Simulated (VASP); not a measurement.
The system is Hf2TiB2.

```
Hf Ti B
1.0
     4.12912    0.00000    0.00000
    -2.06456    3.57592    0.00000
     0.00000    0.00000    5.36761
Hf Ti B
2 1 2
Direct
  0.33333 0.66667 0.00000
  0.66667 0.33333 0.00000
  0.00000 0.00000 0.50000
  0.33333 0.66667 0.50000
  0.66667 0.33333 0.50000
```

```yaml
Program: VASP 6.6.1
Task: relaxation of cell and atoms
Functional: PBE
Potentials_or_basis: VASP PAW PBE potentials, release 64 (Hf_pv, Ti_sv, B)
Cutoff: 600 eV
k_mesh: 6 × 6 × 4
Occupations: gaussian, width 0.1 eV
Spin: no spin polarisation
```

At the start: pressure 2.8 GPa; volume 15.85 Å³/atom.

Where does the relaxation end?

Over 6 steps the energy falls by 399.9 meV/atom and the volume is 16.27 Å³/atom (+2.6 %); space group P6/mmm (No. 191, to 0.05 Å).

Step by step:
```csv
step,energy change (eV),largest force (eV/Å),pressure (GPa),volume (Å³)
1,0.0000,0.0000,2.80,79.26
2,-1.9650,0.0000,-0.89,81.24
3,-1.9993,0.0000,-0.12,81.31
4,-1.9991,0.0000,0.03,81.32
5,-1.9994,0.0000,-0.16,81.36
6,-1.9995,0.0000,-0.10,81.35
```

Final structure:
```xyz
5
Lattice="4.5180 0.0000 0.0000 -2.2590 3.9127 0.0000 0.0000 0.0000 4.6017" Properties=species:S:1:pos:R:3 pbc="T T T"
Hf    0.0000    2.6085    0.0000
Hf    2.2590    1.3042    0.0000
Ti    2.2590    3.9127    2.3009
B     0.0000    2.6085    2.3009
B     2.2590    1.3042    2.3009
```
